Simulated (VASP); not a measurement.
# Na (Im-3m) in VASP: further runs

The runs below take Na through single point, with PBE, r2SCAN.

Everything below comes from runs of VASP 6.6.1. Logs are shortened: lines on timing, memory, paths and dates and some standing lists are left out, and cuts for length are marked.

## (1) The cell of the first run

The structure is cubic, space group Im-3m (No. 229). Conventional cell: a = 4.195 Å, b = 4.195 Å, c = 4.195 Å, α = 90.00°, β = 90.00°, γ = 90.00°. Within 4.8 Å of Na (site symmetry m-3m) lie 14 Na at 3.63 to 4.19 Å.

## (2) Single point, PBE

INCAR

```
SYSTEM = Na
PREC = Accurate
ENCUT = 520
EDIFF = 1E-6
ISMEAR = -1
SIGMA = 0.02
LREAL = .FALSE.
LASPH = .TRUE.
NELM = 60
ALGO = Normal
ISIF = 2
LWAVE = .FALSE.
LCHARG = .FALSE.
GGA = PE
NBANDS = 10
```

KPOINTS

```
Automatic mesh
0
G
  8 8 8
  0 0 0
```

POSCAR

```
Na
1.0
   -2.0973665207      2.0973665207      2.0973665207
    2.0973665207     -2.0973665207      2.0973665207
    2.0973665207      2.0973665207     -2.0973665207
Na
1
Direct
    0.0000000000      0.0000000000      0.0000000000
```

Potentials or basis: VASP PAW PBE potentials, release 64 (Na_pv).

Command:

```sh
cat potpaw_PBE.64/Na_pv/POTCAR > POTCAR
mpirun -np 1 vasp_std > vasp.out
```

OUTCAR:

```text
SYSTEM = Na
   PREC = Accurate
   ENCUT = 520
   EDIFF = 1E-6
   ISMEAR = -1
   LREAL = .FALSE.
   LASPH = .TRUE.
   NELM = 60
   ISIF = 2
   GGA = PE

 ion  position               nearest neighbor table
   1  0.000  0.000  0.000-

  LATTYP: Found a body centered cubic cell.
 ALAT       =     4.1947330414

  Lattice vectors:

 A1 = (  -2.0973665207,   2.0973665207,   2.0973665207)
 A2 = (   2.0973665207,  -2.0973665207,   2.0973665207)
 A3 = (   2.0973665207,   2.0973665207,  -2.0973665207)

Analysis of symmetry for initial positions (statically):
=====================================================================
 Subroutine PRICEL returns:
 Original cell was already a primitive cell.

 Routine SETGRP: Setting up the symmetry group for a
 body centered cubic supercell.

 Subroutine GETGRP returns: Found 48 space group operations
 (whereof 48 operations were pure point group operations)
 out of a pool of 48 trial point group operations.

The static configuration has the point symmetry O_h .

Analysis of symmetry for dynamics (positions and initial velocities):
=====================================================================
 Subroutine PRICEL returns:
 Original cell was already a primitive cell.

 Routine SETGRP: Setting up the symmetry group for a
 body centered cubic supercell.

 Subroutine GETGRP returns: Found 48 space group operations
 (whereof 48 operations were pure point group operations)
 out of a pool of 48 trial point group operations.

The dynamic configuration has the point symmetry O_h .

 Subroutine INISYM returns: Found 48 space group operations
 (whereof 48 operations are pure point group operations),
 and found     1 'primitive' translations

----------------------------------------------------------------------------------------

                                     Primitive cell

  volume of cell :      36.9048

  direct lattice vectors                    reciprocal lattice vectors
    -2.097366521  2.097366521  2.097366521     0.000000000  0.238394193  0.238394193
     2.097366521 -2.097366521  2.097366521     0.238394193  0.000000000  0.238394193
     2.097366521  2.097366521 -2.097366521     0.238394193  0.238394193  0.000000000

  length of vectors
     3.632745376  3.632745376  3.632745376     0.337140302  0.337140302  0.337140302

  position of ions in fractional coordinates (direct lattice)
     0.000000000  0.000000000  0.000000000

  ion indices of the primitive-cell ions
   primitive index   ion index
                 1           1

----------------------------------------------------------------------------------------

 KPOINTS: Automatic mesh

Automatic generation of k-mesh.
 Grid dimensions read from file:
 generate k-points for:    8    8    8

 Generating k-lattice:

  Cartesian coordinates                     Fractional coordinates (reciprocal lattice)
     0.000000000  0.029799274  0.029799274     0.125000000  0.000000000  0.000000000
     0.029799274  0.000000000  0.029799274     0.000000000  0.125000000  0.000000000
     0.029799274  0.029799274  0.000000000     0.000000000  0.000000000  0.125000000

  Length of vectors
     0.042142538  0.042142538  0.042142538

  Shift w.r.t. Gamma in fractional coordinates (k-lattice)
     0.000000000  0.000000000  0.000000000

 Subroutine IBZKPT returns following result:
 ===========================================

 Found     29 irreducible k-points:

 Following reciprocal coordinates:
            Coordinates               Weight
  0.000000  0.000000  0.000000      1.000000
  0.125000  0.000000  0.000000     12.000000
  0.250000  0.000000  0.000000     12.000000
  0.375000  0.000000  0.000000     12.000000
  0.500000  0.000000  0.000000      6.000000
  0.125000  0.125000  0.000000     24.000000
[... 16 lines left out ...]
 -0.250000  0.250000  0.250000      6.000000
 -0.375000  0.375000  0.250000     24.000000
 [... further k-points ...]
   k-points           NKPTS =     29   k-points in BZ     NKDIM =     29   number of bands    NBANDS=     10
   number of dos      NEDOS =    301   number of ions     NIONS =      1
   total plane-waves  NPLWV =  21952
   dimension x,y,z NGX =    28 NGY =   28 NGZ =   28
   dimension x,y,z NGXF=    56 NGYF=   56 NGZF=   56
   ions per type =               1
   NGX,Y,Z   is equivalent  to a cutoff of  12.81, 12.81, 12.81 a.u.
   NGXF,Y,Z  is equivalent  to a cutoff of  25.63, 25.63, 25.63 a.u.
 SYSTEM =  Na
   PREC   = accura    normal or accurate (medium, high low for compatibility)
   ISTART =      0    job   : 0-new  1-cont  2-samecut
   ICHARG =      2    charge: 1-file 2-atom 10-const
   ISPIN  =      1    spin polarized calculation?
   LNONCOLLINEAR =      F non collinear calculations
   LSORBIT =      F    spin-orbit coupling
   LASPH  =      T    aspherical Exc in radial PAW
   ENCUT  =  520.0 eV  38.22 Ry    6.18 a.u.   6.75  6.75  6.75*2*pi/ulx,y,z
   NELM   =     60;   NELMIN=  2; NELMDL= -5     # of ELM steps
   EDIFF  = 0.1E-05   stopping-criterion for ELM
   LREAL  =      F    real-space projection
   EDIFFG = 0.1E-04   stopping-criterion for IOM
   NSW    =      0    number of steps for IOM
   IBRION =     -1    ionic relax: 0-MD 1-quasi-New 2-CG
   NFREE  =      0    steps in history (QN), initial steepest desc. (CG)
   ISIF   =      2    stress and relaxation
   ISYM   =      2    0-nonsym 1-usesym 2-fastsym
   POTIM  = 0.5000    time-step for ionic-motion
   TEBEG  =    0.0;   TEEND  =   0.0 temperature during run
   PSTRESS=    0.0 pullay stress
   NELECT =       7.0000    total number of electrons
   NUPDOWN=      -1.0000    fix difference up-down
   EMIN   =  10.00;   EMAX   =-10.00  energy-range for DOS
   EFERMI =   0.00;   METHOD = LEGACY
   ISMEAR =    -1;   SIGMA  =   0.02  broadening in eV -4-tet -1-fermi 0-gaus
   EFERMI_NEDOS =   21; number of points for ismear=-14 and -15
   IALGO  =     38    algorithm
   IMIX   =      4    mixing-type and parameters
     AMIX     =   0.40;   BMIX     =  1.00
     AMIX_MAG =   1.60;   BMIX_MAG =  1.00
  volume/ion in A,a.u.               =      36.90       249.05
  Fermi-wavevector in a.u.,A,eV,Ry     =   0.940618  1.777510 12.037915  0.884762
  Thomas-Fermi vector in A             =   2.068047
   LORBIT       =      0    0 simple, 1 ext, 2 COOP (PROOUT), +10 PAW based schemes
   GGA     = PE    functional components
   LHFCALC =     F    Hartree Fock is set to
   AEXX    =    0.0000 exact exchange contribution
   IVDW    =     0    specifies the selected vdW correction
   LEPSILON=     F    determine dielectric tensor
   LRPA    =     F    only Hartree local field effects (RPA)
 non-spin polarized calculation
  energy-cutoff  :      520.00
  volume of cell :       36.90
 maximum number of plane-waves:      1009
   NGX = 13   NGY = 13   NGZ = 13

 number of electron       7.0000004 magnetization

 Free energy of the ion-electron system (eV)
  ---------------------------------------------------
  ext. energy  EPLUGINS =         0.00000000
  ---------------------------------------------------
  free energy    TOTEN  =        -1.30134905 eV

  energy without entropy =       -1.29956010  energy(sigma->0) =       -1.30045457

 E-fermi :   0.4804     XC(G=0):  -6.5141

 val. band max:        0.2686099009   @ k =   0.2500   0.2500   0.0000
 cond. band min:       0.5229713715   @ k =   0.3750   0.1250   0.0000
 fundamental gap:      0.2543614706
 Fermi energy:         0.4804368203

 k-point     1 :       0.0000    0.0000    0.0000
  band No.  band energies     occupation
      1     -24.5562      2.00000
      2     -24.5562      2.00000
      3     -24.5562      2.00000
      4      -2.9457      2.00000
      5      12.1033      0.00000
      6      12.1033      0.00000
      7      12.1033      0.00000
      8      13.1067      0.00000
      9      13.1067      0.00000
     10      13.6650      0.00000

 k-point     2 :       0.1250    0.0000    0.0000
  band No.  band energies     occupation
      1     -24.5616      2.00000
      2     -24.5580      2.00000
      3     -24.5562      2.00000
      4      -2.6699      2.00000
      5       9.5013      0.00000
      6      10.8780      0.00000
      7      11.2953      0.00000
      8      11.7424      0.00000
      9      12.3761      0.00000
     10      14.0451      0.00000

 k-point     3 :       0.2500    0.0000    0.0000
  band No.  band energies     occupation
      1     -24.5744      2.00000
      2     -24.5623      2.00000
      3     -24.5562      2.00000
      4      -1.8512      2.00000
      5       6.3729      0.00000
      6       9.6095      0.00000
      7      10.3333      0.00000
      8      10.5679      0.00000
      9      11.6347      0.00000
     10      14.6857      0.00000

 k-point     4 :       0.3750    0.0000    0.0000
  band No.  band energies     occupation
      1     -24.5871      2.00000
      2     -24.5667      2.00000
      3     -24.5561      2.00000
      4      -0.5151      2.00000
      5       3.6440      0.00000
      6       8.8285      0.00000
      7       9.7311      0.00000
      8       9.8630      0.00000
      9      10.9736      0.00000
     10      15.7106      0.00000

 k-point     5 :       0.5000    0.0000    0.0000
  band No.  band energies     occupation
      1     -24.5923      2.00000
      2     -24.5684      2.00000
      3     -24.5561      2.00000
      4       1.1007      0.00000
      5       1.5647      0.00000
      6       8.5667      0.00000
      7       9.5292      0.00000
      8       9.6287      0.00000
      9      10.7270      0.00000
     10      16.5463      0.00000

 k-point     6 :       0.1250    0.1250    0.0000
  band No.  band energies     occupation
      1     -24.5704      2.00000
      2     -24.5600      2.00000
      3     -24.5575      2.00000
      4      -2.1226      2.00000
      5       7.7922      0.00000
      6       8.3924      0.00000
      7      10.3073      0.00000
      8      11.8129      0.00000
      9      12.6559      0.00000
     10      14.3764      0.00000

 k-point     7 :       0.2500    0.1250   -0.0000
  band No.  band energies     occupation
      1     -24.5817      2.00000
      2     -24.5652      2.00000
      3     -24.5579      2.00000
      4      -1.0452      2.00000
      5       5.1096      0.00000
      6       7.1864      0.00000
      7       9.4022      0.00000
      8      11.2282      0.00000
      9      13.0086      0.00000
     10      13.9483      0.00000

 k-point     8 :       0.3750    0.1250    0.0000
  band No.  band energies     occupation
      1     -24.5894      2.00000
      2     -24.5694      2.00000
      3     -24.5580      2.00000
      4       0.5230      0.21305
      5       2.6372      0.00000
      6       6.6710      0.00000
      7       8.9305      0.00000
      8      10.7850      0.00000
      9      12.9066      0.00000
     10      14.8682      0.00000

 k-point     9 :       0.2500    0.2500    0.0000
  band No.  band energies     occupation
      1     -24.5857      2.00000
      2     -24.5713      2.00000
      3     -24.5599      2.00000
      4       0.2686      1.99995
      5       4.0535      0.00000
      6       4.8275      0.00000
      7       8.6727      0.00000
      8      12.0975      0.00000
      9      13.0093      0.00000
     10      15.7856      0.00000
[... 118 lines left out ...]
 k-point    19 :       0.5000    0.5000    0.1250
  band No.  band energies     occupation
      1     -24.5909      2.00000
      2     -24.5705      2.00000
      3     -24.5600      2.00000
      4       1.3450      0.00000
      5       1.8327      0.00000
      6       7.3249      0.00000
      7       8.2392      0.00000
      8      11.2665      0.00000
      9      12.3742      0.00000
     10      13.3644      0.00000

 k-point    20 :      -0.3750    0.5000    0.1250
  band No.  band energies     occupation
      1     -24.5872      2.00000
      2     -24.5745      2.00000
      3     -24.5629      2.00000
      4       1.0350      0.00000
      5       3.1214      0.00000
      6       5.2809      0.00000
      7       9.2468      0.00000
      8      11.1749      0.00000
      9      11.4788      0.00000
     10      13.5441      0.00000

 k-point    21 :      -0.3750   -0.3750    0.1250
  band No.  band energies     occupation
      1     -24.5826      2.00000
      2     -24.5826      2.00000
      3     -24.5634      2.00000
      4       2.5718      0.00000
      5       2.5718      0.00000
      6       3.5828      0.00000
      7      10.5953      0.00000
      8      10.5954      0.00000
      9      11.0153      0.00000
     10      12.4561      0.00000

 k-point    22 :       0.2500    0.2500    0.2500
  band No.  band energies     occupation
      1     -24.5737      2.00000
      2     -24.5737      2.00000
      3     -24.5737      2.00000
      4       3.0621      0.00000
      5       3.0621      0.00000
      6       3.0621      0.00000
      7       4.7276      0.00000
      8      17.7393      0.00000
      9      17.7393      0.00000
     10      18.6257      0.00000

 k-point    23 :      -0.2500    0.2500    0.2500
  band No.  band energies     occupation
      1     -24.5748      2.00000
      2     -24.5689      2.00000
      3     -24.5689      2.00000
      4      -0.7791      2.00000
      5       6.9976      0.00000
      6       7.1128      0.00000
      7       7.1128      0.00000
      8       9.0295      0.00000
      9      14.2106      0.00000
     10      15.0576      0.00000

 k-point    24 :      -0.3750    0.3750    0.2500
  band No.  band energies     occupation
      1     -24.5832      2.00000
      2     -24.5735      2.00000
      3     -24.5697      2.00000
      4       0.5297      0.15728
      5       4.5887      0.00000
      6       6.4109      0.00000
      7       7.0477      0.00000
      8       9.1370      0.00000
      9      12.9545      0.00000
     10      14.0929      0.00000

 [... further k-points ...]
[... 5 lines left out ...]
  --------------------------------------------------------------------------------------
  -------------------------------------------------------------------------------------
  Total        0.0020833      0.0020833      0.0020833     -0.0000000      0.0000000     -0.0000000
  in kB        0.0904426      0.0904426      0.0904426     -0.0000000      0.0000000     -0.0000000
  external PRESSURE =       0.0904426 kB  Pullay stress =       0.0000000 kB

 VOLUME and BASIS-vectors are now :
 -----------------------------------------------------------------------------
  energy-cutoff  :      520.00
  volume of cell :       36.90
      direct lattice vectors                 reciprocal lattice vectors
    -2.097366521  2.097366521  2.097366521     0.000000000  0.238394193  0.238394193
     2.097366521 -2.097366521  2.097366521     0.238394193  0.000000000  0.238394193
     2.097366521  2.097366521 -2.097366521     0.238394193  0.238394193  0.000000000

 POSITION                                       TOTAL-FORCE (eV/Angst)
 -----------------------------------------------------------------------------------
      0.00000      0.00000      0.00000         0.000000     -0.000000     -0.000000
 -----------------------------------------------------------------------------------
    total drift:                               -0.000000     -0.000000     -0.000000

  FREE ENERGIE OF THE ION-ELECTRON SYSTEM (eV)
  ---------------------------------------------------
  free  energy   TOTEN  =        -1.3013490484 eV

  energy  without entropy=       -1.2995601002  energy(sigma->0) =       -1.30045457
```

Run time: 5.5 s. Hardware: 1 thread of Intel Xeon Platinum 8259CL at 2.50GHz (Skylake/Cascade Lake), shared host; peak memory 0.14 GiB.

Results:

```
Free energy : -1.3013 eV
Pressure    : 0.0 GPa
```

[end of part 1 of 2]
